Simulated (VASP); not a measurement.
# Si (P6/mmm) in VASP: notebook

The runs below take Si through single point, with r2SCAN.

Program: VASP 6.6.1. These are calculated values, not measurements. Logs are shortened: lines on timing, memory, paths and dates and some standing lists are left out, and cuts for length are marked.

### 1 The cell of the first run

It takes space group P6/mmm (No. 191, hexagonal). The conventional cell has a = 2.563 Å, b = 2.563 Å, c = 2.431 Å, α = 90.00°, β = 90.00°, γ = 120.00°. Within 3.2 Å of Si (site symmetry 6/mmm) lie 8 Si at 2.43 to 2.56 Å.

### 2 Single point, r2SCAN (strain -0.025 along x and y, -0.025 along z)

POSCAR reads:

```
Si
1.0
    2.5632758802      0.0000000000      0.0000000000
   -1.2816379401      2.2198620292      0.0000000000
    0.0000000000      0.0000000000      2.4314540957
Si
1
Direct
    0.0000000000      0.0000000000      0.0000000000
```

INCAR.step1 reads:

```
PREC = Accurate ; ENCUT = 520
ISMEAR = 0 ; SIGMA = 0.15
LREAL = False ; LASPH = True
NELM = 100 ; NBANDS = 8
GGA = PE ; ALGO = Normal
EDIFF = 1E-4 ; LWAVE = True
LCHARG = False
```

INCAR.step2 reads:

```
PREC = Accurate ; ENCUT = 520
EDIFF = 1E-6 ; ISMEAR = 0
SIGMA = 0.15 ; LREAL = False
LASPH = True ; NELM = 100
ALGO = Normal ; ISIF = 2
LWAVE = False ; LCHARG = True
METAGGA = R2SCAN ; LMIXTAU = True
LELF = True ; LVHAR = True
NBANDS = 8 ; ISTART = 1
```

KPOINTS reads:

```
regular mesh
0
Gamma
  24 24 24
```

Potentials or basis: VASP PAW PBE potentials, release 64 (Si).

Run with:

```console
cat potpaw_PBE.64/Si/POTCAR > POTCAR
cp INCAR.step1 INCAR
mpirun -np 1 vasp_std > vasp.out
cp INCAR.step2 INCAR
mpirun -np 1 vasp_std > vasp.out
```

OUTCAR:

```text
PREC = Accurate
   ENCUT = 520
   EDIFF = 1E-6
   ISMEAR = 0
   LREAL = False
   LASPH = True
   NELM = 100
   ISIF = 2
   METAGGA = R2SCAN
   ISTART = 1

 ion  position               nearest neighbor table
   1  0.000  0.000  0.000-

  LATTYP: Found a hexagonal cell.
 ALAT       =     2.5632758802
 C/A-ratio  =     0.9485729236

  Lattice vectors:

 A1 = (   2.5632758802,   0.0000000000,   0.0000000000)
 A2 = (  -1.2816379401,   2.2198620292,   0.0000000000)
 A3 = (   0.0000000000,   0.0000000000,   2.4314540957)

Analysis of symmetry for initial positions (statically):
=====================================================================
 Subroutine PRICEL returns:
 Original cell was already a primitive cell.

 Routine SETGRP: Setting up the symmetry group for a
 hexagonal supercell.

 Subroutine GETGRP returns: Found 24 space group operations
 (whereof 24 operations were pure point group operations)
 out of a pool of 24 trial point group operations.

The static configuration has the point symmetry D_6h.

Analysis of symmetry for dynamics (positions and initial velocities):
=====================================================================
 Subroutine PRICEL returns:
 Original cell was already a primitive cell.

 Routine SETGRP: Setting up the symmetry group for a
 hexagonal supercell.

 Subroutine GETGRP returns: Found 24 space group operations
 (whereof 24 operations were pure point group operations)
 out of a pool of 24 trial point group operations.

The dynamic configuration has the point symmetry D_6h.

 Subroutine INISYM returns: Found 24 space group operations
 (whereof 24 operations are pure point group operations),
 and found     1 'primitive' translations

----------------------------------------------------------------------------------------

                                     Primitive cell

  volume of cell :      13.8353

  direct lattice vectors                    reciprocal lattice vectors
     2.563275880  0.000000000  0.000000000     0.390125779  0.225239224  0.000000000
    -1.281637940  2.219862029  0.000000000     0.000000000  0.450478447  0.000000000
     0.000000000  0.000000000  2.431454096     0.000000000  0.000000000  0.411276529

  length of vectors
     2.563275880  2.563275880  2.431454096     0.450478447  0.450478447  0.411276529

  position of ions in fractional coordinates (direct lattice)
     0.000000000  0.000000000  0.000000000

  ion indices of the primitive-cell ions
   primitive index   ion index
                 1           1

----------------------------------------------------------------------------------------

 KPOINTS: regular mesh

Automatic generation of k-mesh.
 Grid dimensions read from file:
 generate k-points for:   24   24   24

 Generating k-lattice:

  Cartesian coordinates                     Fractional coordinates (reciprocal lattice)
     0.016255241  0.009384968  0.000000000     0.041666667 -0.000000000  0.000000000
     0.000000000  0.018769935  0.000000000     0.000000000  0.041666667  0.000000000
     0.000000000  0.000000000  0.017136522     0.000000000  0.000000000  0.041666667

  Length of vectors
     0.018769935  0.018769935  0.017136522

  Shift w.r.t. Gamma in fractional coordinates (k-lattice)
     0.000000000  0.000000000  0.000000000

 Subroutine IBZKPT returns following result:
 ===========================================

 Found    793 irreducible k-points:

 Following reciprocal coordinates:
            Coordinates               Weight
  0.000000  0.000000  0.000000      1.000000
  0.041667 -0.000000  0.000000      6.000000
  0.083333  0.000000  0.000000      6.000000
  0.125000 -0.000000  0.000000      6.000000
  0.166667  0.000000  0.000000      6.000000
  0.208333  0.000000  0.000000      6.000000
[... 16 lines left out ...]
  0.416667  0.041667  0.000000     12.000000
  0.458333  0.041667  0.000000     12.000000
 [... further k-points ...]
   k-points           NKPTS =    793   k-points in BZ     NKDIM =    793   number of bands    NBANDS=      8
   number of dos      NEDOS =    301   number of ions     NIONS =      1
   total plane-waves  NPLWV =   7200
   dimension x,y,z NGX =    20 NGY =   20 NGZ =   18
   dimension x,y,z NGXF=    40 NGYF=   40 NGZF=   36
   ions per type =               1
   NGX,Y,Z   is equivalent  to a cutoff of  12.97, 12.97, 12.31 a.u.
   NGXF,Y,Z  is equivalent  to a cutoff of  25.94, 25.94, 24.61 a.u.
 SYSTEM =  unknown system
   PREC   = accura    normal or accurate (medium, high low for compatibility)
   ISTART =      1    job   : 0-new  1-cont  2-samecut
   ICHARG =      0    charge: 1-file 2-atom 10-const
   ISPIN  =      1    spin polarized calculation?
   LNONCOLLINEAR =      F non collinear calculations
   LSORBIT =      F    spin-orbit coupling
   LASPH  =      T    aspherical Exc in radial PAW
   ENCUT  =  520.0 eV  38.22 Ry    6.18 a.u.   4.77  4.77  4.52*2*pi/ulx,y,z
   NELM   =    100;   NELMIN=  2; NELMDL=  0     # of ELM steps
   EDIFF  = 0.1E-05   stopping-criterion for ELM
   LREAL  =      F    real-space projection
   EDIFFG = 0.1E-04   stopping-criterion for IOM
   NSW    =      0    number of steps for IOM
   IBRION =     -1    ionic relax: 0-MD 1-quasi-New 2-CG
   NFREE  =      0    steps in history (QN), initial steepest desc. (CG)
   ISIF   =      2    stress and relaxation
   ISYM   =      2    0-nonsym 1-usesym 2-fastsym
   POTIM  = 0.5000    time-step for ionic-motion
   TEBEG  =    0.0;   TEEND  =   0.0 temperature during run
   PSTRESS=    0.0 pullay stress
   NELECT =       4.0000    total number of electrons
   NUPDOWN=      -1.0000    fix difference up-down
   EMIN   =  10.00;   EMAX   =-10.00  energy-range for DOS
   EFERMI =   0.00;   METHOD = LEGACY
   ISMEAR =     0;   SIGMA  =   0.15  broadening in eV -4-tet -1-fermi 0-gaus
   EFERMI_NEDOS =   21; number of points for ismear=-14 and -15
   IALGO  =     38    algorithm
   IMIX   =      4    mixing-type and parameters
     AMIX     =   0.40;   BMIX     =  1.00
     AMIX_MAG =   1.60;   BMIX_MAG =  1.00
  volume/ion in A,a.u.               =      13.84        93.36
  Fermi-wavevector in a.u.,A,eV,Ry     =   1.082511  2.045649 15.943719  1.171830
  Thomas-Fermi vector in A             =   2.218554
   LORBIT       =      0    0 simple, 1 ext, 2 COOP (PROOUT), +10 PAW based schemes
   METAGGA = R2SCAN    functional components
   LHFCALC =     F    Hartree Fock is set to
   AEXX    =    0.0000 exact exchange contribution
   IVDW    =     0    specifies the selected vdW correction
   LEPSILON=     F    determine dielectric tensor
   LRPA    =     F    only Hartree local field effects (RPA)
 non-spin polarized calculation
 Gauss-broadening in eV      SIGMA  =   0.15
  energy-cutoff  :      520.00
  volume of cell :       13.84
 maximum number of plane-waves:       399
 NGX is ok and might be reduce to    20
   NGX =  9   NGY =  9   NGZ =  9

 number of electron       4.0000000 magnetization

 Free energy of the ion-electron system (eV)
  ---------------------------------------------------
  ext. energy  EPLUGINS =         0.00000000
  ---------------------------------------------------
  free energy    TOTEN  =        -8.29661539 eV

  energy without entropy =       -8.29260765  energy(sigma->0) =       -8.29461152

 E-fermi :  10.5255     XC(G=0): -11.9286

 val. band max:       10.5204951847   @ k =   0.2083   0.1667   0.0417
 cond. band min:      10.5257685733   @ k =   0.4167  -0.0000   0.4583
 fundamental gap:      0.0052733886
 Fermi energy:        10.5254987585

 k-point     1 :       0.0000    0.0000    0.0000
  band No.  band energies     occupation
      1      -4.9950      2.00000
      2      18.3241      0.00000
      3      19.0850      0.00000
      4      22.4247      0.00000
      5      22.4247      0.00000
      6      23.8426      0.00000
      7      23.8426      0.00000
      8      29.7071      0.00000

 k-point     2 :       0.0417   -0.0000    0.0000
  band No.  band energies     occupation
      1      -4.9410      2.00000
      2      18.1821      0.00000
      3      19.1308      0.00000
      4      21.7762      0.00000
      5      21.8551      0.00000
      6      24.0353      0.00000
      7      24.5049      0.00000
      8      30.3246      0.00000

 k-point     3 :       0.0833    0.0000    0.0000
  band No.  band energies     occupation
      1      -4.7790      2.00000
      2      17.6553      0.00000
      3      19.2681      0.00000
      4      20.6789      0.00000
      5      20.9715      0.00000
      6      24.2012      0.00000
      7      25.6661      0.00000
      8      31.8256      0.00000

 k-point     4 :       0.1250   -0.0000    0.0000
  band No.  band energies     occupation
      1      -4.5095      2.00000
      2      16.5685      0.00000
      3      19.4969      0.00000
      4      19.8480      0.00000
      5      20.1208      0.00000
      6      24.3014      0.00000
      7      26.9778      0.00000
      8      33.4726      0.00000

 k-point     5 :       0.1667    0.0000    0.0000
  band No.  band energies     occupation
      1      -4.1328      2.00000
      2      15.0487      0.00000
      3      19.3319      0.00000
      4      19.3464      0.00000
      5      19.8167      0.00000
      6      24.4521      0.00000
      7      28.3941      0.00000
      8      34.5671      0.00000
[... 177 lines left out ...]
 k-point    22 :       0.3750    0.0417    0.0000
  band No.  band energies     occupation
      1      -0.1459      2.00000
      2       6.0810      2.00000
      3      15.4803      0.00000
      4      18.9153      0.00000
      5      23.1762      0.00000
      6      27.6570      0.00000
      7      28.8297      0.00000
      8      33.5547      0.00000

 k-point    23 :       0.4167    0.0417    0.0000
  band No.  band energies     occupation
      1       0.8987      2.00000
      2       4.6600      2.00000
      3      15.2991      0.00000
      4      18.7793      0.00000
      5      24.0063      0.00000
      6      27.6817      0.00000
      7      28.5788      0.00000
      8      32.4107      0.00000

 k-point    24 :       0.4583    0.0417    0.0000
  band No.  band energies     occupation
      1       2.0182      2.00000
      2       3.3517      2.00000
      3      15.2082      0.00000
      4      18.7098      0.00000
      5      24.7386      0.00000
      6      26.7889      0.00000
      7      29.4291      0.00000
      8      31.4292      0.00000

 [... further k-points ...]
[... 5 lines left out ...]
  --------------------------------------------------------------------------------------
  -------------------------------------------------------------------------------------
  Total        0.9135974      0.9135974      0.7675576      0.0000000     -0.0000000      0.0000000
  in kB      105.7981437    105.7981437     88.8861601      0.0000000     -0.0000000      0.0000000
  external PRESSURE =     100.1608158 kB  Pullay stress =       0.0000000 kB

 VOLUME and BASIS-vectors are now :
 -----------------------------------------------------------------------------
  energy-cutoff  :      520.00
  volume of cell :       13.84
      direct lattice vectors                 reciprocal lattice vectors
     2.563275880  0.000000000  0.000000000     0.390125779  0.225239224  0.000000000
    -1.281637940  2.219862029  0.000000000     0.000000000  0.450478447  0.000000000
     0.000000000  0.000000000  2.431454096     0.000000000  0.000000000  0.411276529

 POSITION                                       TOTAL-FORCE (eV/Angst)
 -----------------------------------------------------------------------------------
      0.00000      0.00000      0.00000        -0.000000      0.000000      0.000000
 -----------------------------------------------------------------------------------
    total drift:                               -0.000000      0.000000      0.000000

  FREE ENERGIE OF THE ION-ELECTRON SYSTEM (eV)
  ---------------------------------------------------
  free  energy   TOTEN  =        -8.2966153863 eV

  energy  without entropy=       -8.2926076506  energy(sigma->0) =       -8.29461152
```

Run time: 2.6 min. Hardware: 1 thread of Intel Xeon 6975P-C, shared host; peak memory 0.18 GiB.

What came out:

* Free energy: -8.2966 eV
* Pressure: 10.0 GPa
* Band gap on the k mesh: zero (band 2 reaches 18.32 eV, above the bottom of band 3 at 5.34 eV)

Stress tensor (GPa, compression positive):
```
10.58  0.00  0.00
 0.00 10.58  0.00
 0.00  0.00  8.89
```

Caveat: the cell differs from its parent crystal (strain -0.025 along x and y, -0.025 along z); the PAW data sets were made with another functional, which shifts forces and pressure a little.

### 3 Single point, r2SCAN (strain -0.050 along x and y, +0.050 along z)

POSCAR reads:

```
Si
1.0
    2.4975508577      0.0000000000      0.0000000000
   -1.2487754288      2.1629424900      0.0000000000
    0.0000000000      0.0000000000      2.6184890261
Si
1
Direct
    0.0000000000      0.0000000000      0.0000000000
```

INCAR.step1 reads:

```
ALGO = Normal
EDIFF = 1E-4
ENCUT = 520
GGA = PE
ISMEAR = 0
LASPH = T
LCHARG = F
LREAL = F
LWAVE = T
NBANDS = 8
NELM = 80
PREC = Accurate
SIGMA = 0.15
```

INCAR.step2 reads:

```
ALGO = Normal
EDIFF = 1E-7
ENCUT = 520
ISIF = 2
ISMEAR = 0
ISTART = 1
LASPH = T
LCHARG = F
LMIXTAU = T
LREAL = F
LWAVE = F
METAGGA = R2SCAN
NBANDS = 8
NELM = 80
PREC = Accurate
SIGMA = 0.15
```

KPOINTS reads:

```
k-points
0
Gamma
  24 24 24
```

Potentials or basis: VASP PAW PBE potentials, release 64 (Si).

Run with:

```console
cat potpaw_PBE.64/Si/POTCAR > POTCAR
cp INCAR.step1 INCAR
mpirun -np 1 vasp_std > vasp.out
cp INCAR.step2 INCAR
mpirun -np 1 vasp_std > vasp.out
```

Wall time 3 min (1 thread of Intel Xeon 6975P-C, shared host); peak memory 0.18 GiB.

It converged, with:

```yaml
Free_energy: -8.2219 eV
Pressure: 7.8 GPa
Band_gap_on_the_k_mesh: zero (band 2 reaches 16.06 eV, above the bottom of band 3 at 5.58 eV)
```

Stress tensor (GPa, compression positive):
```
 17.22   0.00   0.00
  0.00  17.22   0.00
  0.00   0.00 -10.92
```

Levels at points of the mesh, in eV from the Fermi level:
| k point | band 1 | band 2 | band 3 | band 4 | band 5 | band 6 |
| --- | --- | --- | --- | --- | --- | --- |
| (0.00, 0.00, 0.00) | -15.33 | 5.33 | 6.55 | 13.88 | 13.88 | 14.41 |
| (0.50, 0.00, 0.00) | -7.37 | -7.24 | 7.22 | 7.74 | 11.69 | 13.34 |
| (0.00, 0.00, 0.50) | -11.35 | -7.95 | 16.36 | 16.36 | 16.90 | 16.90 |
| (0.50, 0.00, 0.50) | -4.37 | -2.44 | -1.53 | 1.66 | 10.18 | 13.61 |

Caveat: the cell differs from its parent crystal (strain -0.050 along x and y, +0.050 along z); the PAW data sets were made with another functional, which shifts forces and pressure a little.

### 4 Single point, r2SCAN (strain +0.000 along x and y, -0.050 along z)

POSCAR reads:

```
Si
1.0
    2.6290009028      0.0000000000      0.0000000000
   -1.3145004514      2.2767815684      0.0000000000
    0.0000000000      0.0000000000      2.3691091189
Si
1
Direct
    0.0000000000      0.0000000000      0.0000000000
```

INCAR.step1 reads:

```
SYSTEM = Si
PREC = Accurate
ENCUT = 520
ISMEAR = 0
SIGMA = 0.15
LREAL = .FALSE.
LASPH = .TRUE.
NELM = 60
NBANDS = 8
GGA = PE
ALGO = Normal
EDIFF = 1E-4
LWAVE = .TRUE.
LCHARG = .FALSE.
```

INCAR.step2 reads:

```
SYSTEM = Si
PREC = Accurate
ENCUT = 520
EDIFF = 1E-6
ISMEAR = 0
SIGMA = 0.15
LREAL = .FALSE.
LASPH = .TRUE.
NELM = 60
ALGO = Normal
ISIF = 2
LWAVE = .FALSE.
LCHARG = .FALSE.
METAGGA = R2SCAN
LMIXTAU = .TRUE.
NBANDS = 8
ISTART = 1
```

KPOINTS reads:

```
Automatic mesh
0
G
  24 24 24
  0 0 0
```

Run with:

```console
cat potpaw_PBE.64/Si/POTCAR > POTCAR
cp INCAR.step1 INCAR
mpirun -np 1 vasp_std > vasp.out
cp INCAR.step2 INCAR
mpirun -np 1 vasp_std > vasp.out
```

Run time: 2.8 min. Hardware: 1 thread of Intel Xeon 6975P-C, shared host; peak memory 0.18 GiB.

It converged, with:

- Free energy: -8.2984 eV
- Pressure: 7.4 GPa
- Band gap on the k mesh: zero (band 2 reaches 18.42 eV, above the bottom of band 3 at 5.01 eV)

Stress tensor (GPa, compression positive):
```
 3.35  0.00  0.00
 0.00  3.35  0.00
 0.00  0.00 15.64
```

Levels at points of the mesh, in eV from the Fermi level:
| k point | band 1 | band 2 | band 3 | band 4 | band 5 | band 6 |
| --- | --- | --- | --- | --- | --- | --- |
| (0.00, 0.00, 0.00) | -15.27 | 8.23 | 10.17 | 10.51 | 10.51 | 12.62 |
| (0.50, 0.00, 0.00) | -8.48 | -7.54 | 5.03 | 6.49 | 15.38 | 17.44 |
| (0.00, 0.00, 0.50) | -9.32 | -7.82 | 15.24 | 15.24 | 16.07 | 16.07 |
| (0.50, 0.00, 0.50) | -2.86 | -2.70 | -1.42 | 1.55 | 9.69 | 12.65 |

Caveat: the cell differs from its parent crystal (strain +0.000 along x and y, -0.050 along z); the PAW data sets were made with another functional, which shifts forces and pressure a little.

### 5 Single point, r2SCAN (strain -0.025 along x and y, +0.000 along z)

POSCAR reads:

```
Si
1.0
    2.5632758802      0.0000000000      0.0000000000
   -1.2816379401      2.2198620292      0.0000000000
    0.0000000000      0.0000000000      2.4937990725
Si
1
Direct
    0.0000000000      0.0000000000      0.0000000000
```

INCAR.step1 reads:

```
PREC = Accurate ; ENCUT = 520
ISMEAR = 0 ; SIGMA = 0.15
LREAL = F ; LASPH = T
NELM = 80 ; NBANDS = 8
GGA = PE ; ALGO = Normal
EDIFF = 1E-4 ; LWAVE = T
LCHARG = F
```

INCAR.step2 reads:

```
PREC = Accurate ; ENCUT = 520
EDIFF = 1E-7 ; ISMEAR = 0
SIGMA = 0.15 ; LREAL = F
LASPH = T ; NELM = 80
ALGO = Normal ; ISIF = 2
LWAVE = F ; LCHARG = F
METAGGA = R2SCAN ; LMIXTAU = T
NBANDS = 8 ; ISTART = 1
```

KPOINTS reads:

```
regular mesh
0
Gamma
  24 24 24
```

Run with:

```console
cat potpaw_PBE.64/Si/POTCAR > POTCAR
cp INCAR.step1 INCAR
mpirun -np 1 vasp_std > vasp.out
cp INCAR.step2 INCAR
mpirun -np 1 vasp_std > vasp.out
```

It took 3.1 min on 1 thread of Intel Xeon 6975P-C, shared host; peak memory 0.19 GiB.

It converged, with:

* Free energy: -8.3063 eV
* Pressure: 6.1 GPa
* Band gap on the k mesh: zero (band 2 reaches 17.67 eV, above the bottom of band 3 at 5.19 eV)

Stress tensor (GPa, compression positive):
```
9.14 0.00 0.00
0.00 9.14 0.00
0.00 0.00 0.16
```

Levels at points of the mesh, in eV from the Fermi level:
```tsv
k point	band 1	band 2	band 3	band 4	band 5	band 6	band 7
(0.00, 0.00, 0.00)	-15.25	7.53	7.58	12.17	12.17	13.53	13.53
(0.50, 0.00, 0.00)	-7.83	-7.42	6.13	7.16	13.35	15.23	18.61
(0.00, 0.00, 0.50)	-10.37	-7.88	15.97	15.97	16.16	16.16	18.33
(0.50, 0.00, 0.50)	-3.65	-2.12	-1.97	1.59	9.87	13.59	13.71
```

Caveat: the cell differs from its parent crystal (strain -0.025 along x and y, +0.000 along z); the PAW data sets were made with another functional, which shifts forces and pressure a little.

### 6 The runs side by side

| cell | gap on the mesh (eV) | pressure (GPa) |
| --- | --- | --- |
| a = 2.563, b = 2.563, c = 2.431 Å, angles 90.0, 90.0, 120.0°, 1 atom | none | 10.0 |
| a = 2.498, b = 2.498, c = 2.618 Å, angles 90.0, 90.0, 120.0°, 1 atom | none | 7.8 |
| a = 2.629, b = 2.629, c = 2.369 Å, angles 90.0, 90.0, 120.0°, 1 atom | none | 7.4 |
| a = 2.563, b = 2.563, c = 2.494 Å, angles 90.0, 90.0, 120.0°, 1 atom | none | 6.1 |

Alike in all rows: task single point; level r2SCAN; potentials or basis VASP PAW PBE potentials, release 64 (Si); no spin polarisation; k mesh 24 × 24 × 24; cutoff (eV) 520; smearing gaussian 0.15 eV.

Caveats: the PAW data sets were made with another functional, which shifts forces and pressure a little.

Absolute energies hang on the potentials; compare differences alone.
